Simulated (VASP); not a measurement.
# Br (P6/mmm) in VASP: notebook

Br is run at these levels: PBE; tasks: single point.

All numbers are computed with VASP 6.6.1; they aren't measurements. Logs are shortened: lines on timing, memory, paths and dates and some standing lists are left out, and cuts for length are marked.

### Step 1. The cell of the first run

The structure is hexagonal, space group P6/mmm (No. 191). The conventional cell has a = 3.165 Å, b = 3.165 Å, c = 2.469 Å, α = 90.00°, β = 90.00°, γ = 120.00°. Within 3.3 Å of Br (site symmetry 6/mmm) lie 8 Br at 2.47 to 3.16 Å.

### Step 2. Single point, PBE

INCAR

```
SYSTEM = Br
ALGO     = Normal         ! electronic algorithm
EDIFF    = 1E-6           ! SCF threshold, eV
ENCUT    = 520            ! plane-wave cutoff, eV
GGA      = PE             ! functional
ISIF     = 2              ! what is computed and relaxed
ISMEAR   = -1             ! smearing method
LASPH    = .TRUE.         ! aspherical terms in the spheres
LCHARG   = .TRUE.         ! write CHGCAR
LELF     = .TRUE.         ! ELF
LREAL    = .FALSE.        ! projectors in reciprocal space
LVHAR    = .TRUE.       
LWAVE    = .FALSE.        ! write WAVECAR
NBANDS   = 10             ! bands
NELM     = 60             ! most SCF steps
PREC     = Accurate       ! precision mode
SIGMA    = 0.1            ! smearing width, eV
```

KPOINTS

```
k-points
0
G
  15 15 14
  0 0 0
```

POSCAR

```
Br
1.0
    3.1648677363      0.0000000000      0.0000000000
   -1.5824338681      2.7408558593      0.0000000000
    0.0000000000      0.0000000000      2.4685191177
Br
1
Direct
    0.0000000000      0.0000000000      0.0000000000
```

Potentials or basis: VASP PAW PBE potentials, release 64 (Br).

Started as:

```bash
cat potpaw_PBE.64/Br/POTCAR > POTCAR
mpirun -np 1 vasp_std > vasp.out
```

OUTCAR:

```text
SYSTEM = Br
   EDIFF = 1E-6
   ENCUT = 520
   GGA = PE
   ISIF = 2
   ISMEAR = -1
   LASPH = .TRUE.
   LREAL = .FALSE.
   NELM = 60
   PREC = Accurate

 ion  position               nearest neighbor table
   1  0.000  0.000  0.000-

  LATTYP: Found a hexagonal cell.
 ALAT       =     3.1648677363
 C/A-ratio  =     0.7799754440

  Lattice vectors:

 A1 = (   3.1648677363,   0.0000000000,   0.0000000000)
 A2 = (  -1.5824338681,   2.7408558593,   0.0000000000)
 A3 = (   0.0000000000,   0.0000000000,   2.4685191177)

Analysis of symmetry for initial positions (statically):
=====================================================================
 Subroutine PRICEL returns:
 Original cell was already a primitive cell.

 Routine SETGRP: Setting up the symmetry group for a
 hexagonal supercell.

 Subroutine GETGRP returns: Found 24 space group operations
 (whereof 24 operations were pure point group operations)
 out of a pool of 24 trial point group operations.

The static configuration has the point symmetry D_6h.

Analysis of symmetry for dynamics (positions and initial velocities):
=====================================================================
 Subroutine PRICEL returns:
 Original cell was already a primitive cell.

 Routine SETGRP: Setting up the symmetry group for a
 hexagonal supercell.

 Subroutine GETGRP returns: Found 24 space group operations
 (whereof 24 operations were pure point group operations)
 out of a pool of 24 trial point group operations.

The dynamic configuration has the point symmetry D_6h.

 Subroutine INISYM returns: Found 24 space group operations
 (whereof 24 operations are pure point group operations),
 and found     1 'primitive' translations

----------------------------------------------------------------------------------------

                                     Primitive cell

  volume of cell :      21.4130

  direct lattice vectors                    reciprocal lattice vectors
     3.164867736  0.000000000  0.000000000     0.315968970  0.182424770  0.000000000
    -1.582433868  2.740855859  0.000000000     0.000000000  0.364849540  0.000000000
     0.000000000  0.000000000  2.468519118     0.000000000  0.000000000  0.405101177

  length of vectors
     3.164867736  3.164867736  2.468519118     0.364849540  0.364849540  0.405101177

  position of ions in fractional coordinates (direct lattice)
     0.000000000  0.000000000  0.000000000

  ion indices of the primitive-cell ions
   primitive index   ion index
                 1           1

----------------------------------------------------------------------------------------

 KPOINTS: k-points

Automatic generation of k-mesh.
 Grid dimensions read from file:
 generate k-points for:   15   15   14

 Generating k-lattice:

  Cartesian coordinates                     Fractional coordinates (reciprocal lattice)
     0.021064598  0.012161651  0.000000000     0.066666667  0.000000000  0.000000000
     0.000000000  0.024323303  0.000000000     0.000000000  0.066666667  0.000000000
     0.000000000  0.000000000  0.028935798     0.000000000  0.000000000  0.071428571

  Length of vectors
     0.024323303  0.024323303  0.028935798

  Shift w.r.t. Gamma in fractional coordinates (k-lattice)
     0.000000000  0.000000000  0.000000000

 Subroutine IBZKPT returns following result:
 ===========================================

 Found    216 irreducible k-points:

 Following reciprocal coordinates:
            Coordinates               Weight
  0.000000  0.000000  0.000000      1.000000
  0.066667  0.000000  0.000000      6.000000
  0.133333  0.000000  0.000000      6.000000
  0.200000  0.000000  0.000000      6.000000
  0.266667  0.000000  0.000000      6.000000
  0.333333 -0.000000  0.000000      6.000000
[... 16 lines left out ...]
  0.333333  0.200000  0.000000     12.000000
  0.400000  0.200000  0.000000      6.000000
 [... further k-points ...]
   k-points           NKPTS =    216   k-points in BZ     NKDIM =    216   number of bands    NBANDS=     10
   number of dos      NEDOS =    301   number of ions     NIONS =      1
   total plane-waves  NPLWV =  10368
   dimension x,y,z NGX =    24 NGY =   24 NGZ =   18
   dimension x,y,z NGXF=    48 NGYF=   48 NGZF=   36
   ions per type =               1
   NGX,Y,Z   is equivalent  to a cutoff of  12.61, 12.61, 12.12 a.u.
   NGXF,Y,Z  is equivalent  to a cutoff of  25.21, 25.21, 24.24 a.u.
 SYSTEM =  Br
   PREC   = accura    normal or accurate (medium, high low for compatibility)
   ISTART =      0    job   : 0-new  1-cont  2-samecut
   ICHARG =      2    charge: 1-file 2-atom 10-const
   ISPIN  =      1    spin polarized calculation?
   LNONCOLLINEAR =      F non collinear calculations
   LSORBIT =      F    spin-orbit coupling
   LASPH  =      T    aspherical Exc in radial PAW
   ENCUT  =  520.0 eV  38.22 Ry    6.18 a.u.   5.88  5.88  4.59*2*pi/ulx,y,z
   NELM   =     60;   NELMIN=  2; NELMDL= -5     # of ELM steps
   EDIFF  = 0.1E-05   stopping-criterion for ELM
   LREAL  =      F    real-space projection
   EDIFFG = 0.1E-04   stopping-criterion for IOM
   NSW    =      0    number of steps for IOM
   IBRION =     -1    ionic relax: 0-MD 1-quasi-New 2-CG
   NFREE  =      0    steps in history (QN), initial steepest desc. (CG)
   ISIF   =      2    stress and relaxation
   ISYM   =      2    0-nonsym 1-usesym 2-fastsym
   POTIM  = 0.5000    time-step for ionic-motion
   TEBEG  =    0.0;   TEEND  =   0.0 temperature during run
   PSTRESS=    0.0 pullay stress
   NELECT =       7.0000    total number of electrons
   NUPDOWN=      -1.0000    fix difference up-down
   EMIN   =  10.00;   EMAX   =-10.00  energy-range for DOS
   EFERMI =   0.00;   METHOD = LEGACY
   ISMEAR =    -1;   SIGMA  =   0.10  broadening in eV -4-tet -1-fermi 0-gaus
   EFERMI_NEDOS =   21; number of points for ismear=-14 and -15
   IALGO  =     38    algorithm
   IMIX   =      4    mixing-type and parameters
     AMIX     =   0.40;   BMIX     =  1.00
     AMIX_MAG =   1.60;   BMIX_MAG =  1.00
  volume/ion in A,a.u.               =      21.41       144.50
  Fermi-wavevector in a.u.,A,eV,Ry     =   1.127755  2.131148 17.304316  1.271831
  Thomas-Fermi vector in A             =   2.264442
   LORBIT       =      0    0 simple, 1 ext, 2 COOP (PROOUT), +10 PAW based schemes
   GGA     = PE    functional components
[... 5 lines left out ...]
 non-spin polarized calculation
  energy-cutoff  :      520.00
  volume of cell :       21.41
 maximum number of plane-waves:       591
 NGX is ok and might be reduce to    24
   NGX = 11   NGY = 11   NGZ =  9

 number of electron       7.0000002 magnetization

 Free energy of the ion-electron system (eV)
  ---------------------------------------------------
  ext. energy  EPLUGINS =         0.00000000
  ---------------------------------------------------
  free energy    TOTEN  =        -1.08694013 eV

  energy without entropy =       -1.07223392  energy(sigma->0) =       -1.07958703

 E-fermi :   4.5802     XC(G=0): -10.1271

 val. band max:        4.5656575915   @ k =   0.4000   0.0000   0.4286
 cond. band min:       4.6259065588   @ k =   0.1333   0.0000   0.4286
 fundamental gap:      0.0602489673
 Fermi energy:         4.5801718166

 k-point     1 :       0.0000    0.0000    0.0000
  band No.  band energies     occupation
      1     -13.4478      2.00000
      2       3.4650      1.99997
      3       3.4650      1.99997
      4       8.1337      0.00000
      5      10.7201      0.00000
      6      15.3368      0.00000
      7      15.3368      0.00000
      8      16.2026      0.00000
      9      19.6738      0.00000
     10      29.2608      0.00000

 k-point     2 :       0.0667    0.0000    0.0000
  band No.  band energies     occupation
      1     -13.4006      2.00000
      2       3.0753      2.00000
      3       3.3908      1.99999
      4       8.1638      0.00000
      5      11.1218      0.00000
      6      14.9021      0.00000
      7      15.5725      0.00000
      8      16.2662      0.00000
      9      20.4444      0.00000
     10      28.6381      0.00000

 k-point     3 :       0.1333    0.0000    0.0000
  band No.  band energies     occupation
      1     -13.2632      2.00000
      2       2.1346      2.00000
      3       3.1908      2.00000
      4       8.2503      0.00000
      5      11.9127      0.00000
      6      14.3209      0.00000
      7      16.2564      0.00000
      8      16.4578      0.00000
      9      22.2129      0.00000
     10      27.4678      0.00000

 k-point     4 :       0.2000    0.0000    0.0000
  band No.  band energies     occupation
      1     -13.0491      2.00000
      2       0.9929      2.00000
      3       2.9179      2.00000
      4       8.3817      0.00000
      5      11.9824      0.00000
      6      14.8325      0.00000
      7      16.7863      0.00000
      8      17.3320      0.00000
      9      24.4686      0.00000
     10      26.2771      0.00000
[... 222 lines left out ...]
 k-point    22 :       0.2667    0.2000    0.0000
  band No.  band energies     occupation
      1     -12.2113      2.00000
      2      -1.3407      2.00000
      3       0.8259      2.00000
      4       8.8550      0.00000
      5      13.4864      0.00000
      6      16.0380      0.00000
      7      17.9413      0.00000
      8      23.6351      0.00000
      9      24.1942      0.00000
     10      26.5062      0.00000

 k-point    23 :       0.3333    0.2000    0.0000
  band No.  band energies     occupation
      1     -12.0474      2.00000
      2      -1.6718      2.00000
      3       0.4742      2.00000
      4       8.9395      0.00000
      5      13.3455      0.00000
      6      17.3613      0.00000
      7      18.2807      0.00000
      8      23.9521      0.00000
      9      24.1187      0.00000
     10      25.5130      0.00000

 k-point    24 :       0.4000    0.2000    0.0000
  band No.  band energies     occupation
      1     -11.9871      2.00000
      2      -1.7905      2.00000
      3       0.3546      2.00000
      4       8.9699      0.00000
      5      13.2883      0.00000
      6      17.9001      0.00000
      7      18.5567      0.00000
      8      23.8048      0.00000
      9      23.8692      0.00000
     10      25.0460      0.00000

 [... further k-points ...]

------------------------ aborting loop because EDIFF is reached ----------------------------------------

  FORCE on cell =-STRESS in cart. coord.  units (eV):
  Direction    XX          YY          ZZ          XY          YZ          ZX
  --------------------------------------------------------------------------------------
  -------------------------------------------------------------------------------------
  Total        2.7262280      2.7262280      2.7535905      0.0000000      0.0000000      0.0000000
  in kB      203.9832449    203.9832449    206.0305811      0.0000000      0.0000000      0.0000000
  external PRESSURE =     204.6656903 kB  Pullay stress =       0.0000000 kB

 VOLUME and BASIS-vectors are now :
 -----------------------------------------------------------------------------
  energy-cutoff  :      520.00
  volume of cell :       21.41
      direct lattice vectors                 reciprocal lattice vectors
     3.164867736  0.000000000  0.000000000     0.315968970  0.182424770  0.000000000
    -1.582433868  2.740855859  0.000000000     0.000000000  0.364849540  0.000000000
     0.000000000  0.000000000  2.468519118     0.000000000  0.000000000  0.405101177

 POSITION                                       TOTAL-FORCE (eV/Angst)
 -----------------------------------------------------------------------------------
      0.00000      0.00000      0.00000         0.000000      0.000000      0.000000
 -----------------------------------------------------------------------------------
    total drift:                               -0.000000      0.000000      0.000000

  FREE ENERGIE OF THE ION-ELECTRON SYSTEM (eV)
  ---------------------------------------------------
  free  energy   TOTEN  =        -1.0869401340 eV

  energy  without entropy=       -1.0722339237  energy(sigma->0) =       -1.07958703
```

Run time: 10 s. Hardware: 1 thread of Intel Xeon 6975P-C (Granite Rapids), shared host; peak memory 0.15 GiB.

What came out:

```
Free energy : -1.0869 eV
Pressure    : 20.5 GPa
```

Stress tensor (GPa, compression positive):
```
20.40  0.00  0.00
 0.00 20.40  0.00
 0.00  0.00 20.60
```

Levels at points of the mesh, in eV from the Fermi level:
```
           k point  band 1  band 2  band 3  band 4  band 5  band 6  band 7  band 8
(0.00, 0.00, 0.00)  -18.03   -1.12   -1.12    3.55    6.14   10.76   10.76   11.62
(0.00, 0.00, 0.50)  -14.44   -8.43    1.27    1.27   11.85   11.99   12.56   12.56
```

Caveat: an odd number of electrons without spin polarisation forces a metal; a magnetic or distorted state may lie lower.

[end of part 1 of 2]
